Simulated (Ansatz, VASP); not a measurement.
# ZnS in VASP and in Ansatz

```
Zn S
1.0
     0.09591    2.79000    2.79000
     2.79000    0.09591    2.79000
     2.79000    2.79000    0.09591
Zn S
1 1
Direct
  0.00216 0.00216 0.00216
  0.24784 0.24784 0.24784
```

Change from the starting cell: shear_111 strain +5.3%.

Alike in both runs: task single point; functional PBE; k mesh 8 × 8 × 8; occupations fermi-dirac, width 0.02 eV; no spin polarisation.

|  | VASP | Ansatz |
| --- | --- | --- |
| version | VASP 6.6.1 | Ansatz 0.2.0 |
| potentials or method | VASP PAW PBE potentials, release 64 (Zn, S) | plane waves, PAW |
| plane-wave cutoff (eV) | 520 | 420 |
| valence electrons in the cell | 18 | 18 |

```tsv
	VASP	Ansatz	Ansatz less VASP
gap on the k mesh at the Fermi level (eV)	1.79	1.79	-0.002
pressure (GPa)	-1.2	-1.4	-0.13
traceless stress, the component that is largest in VASP (GPa)	-1.65	-1.65	+0.007
rms of the force components (eV/Å)	0.015	0.013	-0.0018
```

Atom by atom the forces differ by 0.002 eV/Å (rms over components). The functional is the same, so the differences come from potentials, cutoffs and numerics.
